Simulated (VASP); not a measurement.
Crystal: Si.

```
Si
1.0
     1.61322    0.93139    7.79658
    -1.61322    0.93139    7.79658
     0.00000   -1.86278    7.79658
Si
3
Direct
  0.00000 0.00000 0.00000
  0.22222 0.22222 0.22222
  0.77778 0.77778 0.77778
```

- Program: VASP 6.6.1
- Task: relaxation of cell and atoms
- Functional: PBEsol
- Potentials or basis: VASP PAW PBE potentials, release 64 (Si)
- Cutoff: 600 eV
- k mesh: 6 × 6 × 6
- Occupations: gaussian, width 0.1 eV
- Spin: no spin polarisation

At the start: pressure -16.4 GPa; volume 23.43 Å³/atom.

**Question.** Where does the relaxation end?

**Answer.** Over 10 steps the energy falls by 767.7 meV/atom and the volume is 14.26 Å³/atom (-39.1 %); space group R-3m (No. 166, to 0.05 Å).

The path:
```csv
step,energy change (eV),largest force (eV/Å),pressure (GPa),volume (Å³)
1,0.0000,0.0309,-16.39,70.29
2,-2.0362,0.0961,-9.52,48.61
3,-2.2479,0.0498,-1.24,43.20
4,-2.2517,0.0408,0.75,42.33
5,-2.2977,0.0751,1.87,42.01
6,-2.2983,0.0665,1.74,42.03
7,-2.3023,0.0531,-0.47,42.99
8,-2.3026,0.0552,-0.04,42.80
9,-2.3028,0.0414,-0.05,42.79
10,-2.3031,0.0105,-0.05,42.79
```

Final structure:
```yaml
crystal:
  lattice:
    - [1.40151, 0.80916, 6.28808]
    - [-1.40151, 0.80916, 6.28808]
    - [0.00000, -1.61833, 6.28808]
  atoms:
    - { symbol: Si, position: [0.00000, 0.00000, 0.00000] }
    - { symbol: Si, position: [0.22284, 0.22284, 0.22284] }
    - { symbol: Si, position: [0.77716, 0.77716, 0.77716] }
```

Caveat: the k points lie up to 0.43 Å⁻¹ apart in the final cell; the volume moved by over 15 % at a fixed basis, so the end points are rough; the PAW data sets were made with another functional, which shifts forces and pressure a little.
